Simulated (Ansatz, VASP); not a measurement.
Two plane-wave programs on NiO

INCAR

```
SYSTEM = NiO
PREC = Accurate
ENCUT = 700
EDIFF = 1E-6
ISMEAR = 0
SIGMA = 0.05
LREAL = .FALSE.
LASPH = .TRUE.
NELM = 200
ALGO = Normal
ISIF = 2
LWAVE = .FALSE.
LCHARG = .TRUE.
ISPIN = 2
MAGMOM = 2 0
LORBIT = 11
LMAXMIX = 4
LDAU = .TRUE.
LDAUTYPE = 2
LDAUL = 2 -1
LDAUU = 6.2 0
LDAUJ = 0 0
LDAUPRINT = 1
GGA = PE
LELF = .TRUE.
LVHAR = .TRUE.
NBANDS = 23
GGA_COMPAT = .FALSE.
```

KPOINTS

```
regular mesh
0
G
  10 10 10
  0 0 0
```

POSCAR

```
NiO
1.0
    0.0000000000      2.0859016414      2.0859016414
    2.0859016414      0.0000000000      2.0859016414
    2.0859016414      2.0859016414      0.0000000000
Ni O
1 1
Direct
    0.0000000000      0.0000000000      0.0000000000
    0.5000000000      0.5000000000      0.5000000000
```

Input for Ansatz:

```yaml
crystal:
  lattice:
    - [0.0, 2.0859016414, 2.0859016414]
    - [2.0859016414, 0.0, 2.0859016414]
    - [2.0859016414, 2.0859016414, 0.0]
  atoms:
    - { symbol: Ni, position: [0.0, 0.0, 0.0], spin: 2.0 }
    - { symbol: O, position: [0.5, 0.5, 0.5] }
basis:
  ecutwfc: 420
  ecutrho_ratio: 4
kpoints:
  mp_grid: { grid: [10, 10, 10] }
hamiltonian:
  xc: pbe
  hubbard: { sites: [{ species: Ni, l: d, u_eff: 6.2 }] }
scf:
  occupations: { method: gaussian, width: 0.05 }
  lower_state_search: "off"
output:
  forces: true
  stress: true
  eigenvalues: true
  populations: true
  hubbard: { sites: [{ species: Ni, l: d }] }
magnetization:
  spin_polarized: true
checkpoint:
  read: start.run
  write: ck
  compress: false
  write_wavefunctions: false
  write_every: 100000
```

Alike in both runs: task single point; functional PBE; k mesh 10 × 10 × 10; occupations gaussian, width 0.05 eV; collinear spin; Hubbard terms Ni d U = 6.2 eV.

```csv
,VASP,Ansatz
version,VASP 6.6.1,Ansatz 0.2.0
potentials or method,"VASP PAW PBE potentials, release 64 (Ni_sv_GW, O), cutoff 700 eV","scalar-relativistic, plane waves, PAW"
valence electrons in the cell,24,24
```

```tsv
	VASP	Ansatz	Ansatz less VASP
gap on the k mesh at the Fermi level (eV)	2.35	2.22	-0.132
least direct gap on the mesh (eV)	3.39	2.88	-0.505
pressure (GPa)	11.5	14.3	+2.87
net moment per atom (μB)	1.00	1.00	0.000
size of the moment on the site where the two differ most (μB)	1.79	1.72	-0.069
```

Site moments also hang on the region over which each program counts them. The programs project onto different local orbitals, so the same U acts differently, and such runs can settle in different states. Ansatz's warnings: stability check not made.
